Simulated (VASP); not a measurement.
A run of VASP 6.6.1:

INCAR

```
SYSTEM = TiAl
  ALGO = Fast
  EDIFF = 1E-7
  ENCUT = 520
  GGA = PS
  ISIF = 2
  ISMEAR = 0
  LASPH = .True.
  LCHARG = .False.
  LREAL = .False.
  LWAVE = .False.
  NBANDS = 32
  NELM = 60
  PREC = Accurate
  SIGMA = 0.15
```

KPOINTS

```
k-points
0
Gamma
  14 14 5
  0 0 0
```

POSCAR

```
TiAl
1.0
    0.0000000000     -3.1560751060      0.0000000000
    0.0000000000      0.0000000000     -3.1560751060
    9.4682253181     -0.7890187765     -0.7890187765
Ti Al
3 3
Direct
   -0.1875000000     -0.1875000000      0.7500000000
   -0.0208333333     -0.0208333333      0.0833333333
   -0.1041666667     -0.1041666667      0.4166666667
    0.2708333333      0.2708333333      0.9166666667
    0.4375000000      0.4375000000      0.2500000000
    0.3541666667      0.3541666667      0.5833333333
```

Potentials or basis: VASP PAW PBE potentials, release 64 (Ti_sv, Al).

Command:

```console
$ cat potpaw_PBE.64/Ti_sv/POTCAR potpaw_PBE.64/Al/POTCAR > POTCAR
$ mpirun -np 1 vasp_std > vasp.out
```

Hardware: 1 thread of Intel(R) Xeon(R) Platinum 8259CL CPU @ 2.50GHz (Skylake/Cascade Lake), with other jobs on the host.

Q: Estimate the wall time of this run.

A: It took 37 min on 1 thread of Intel(R) Xeon(R) Platinum 8259CL CPU @ 2.50GHz (Skylake/Cascade Lake), on a shared host, peak memory 0.68 GiB. Counts: scf iterations 52, k points 267.
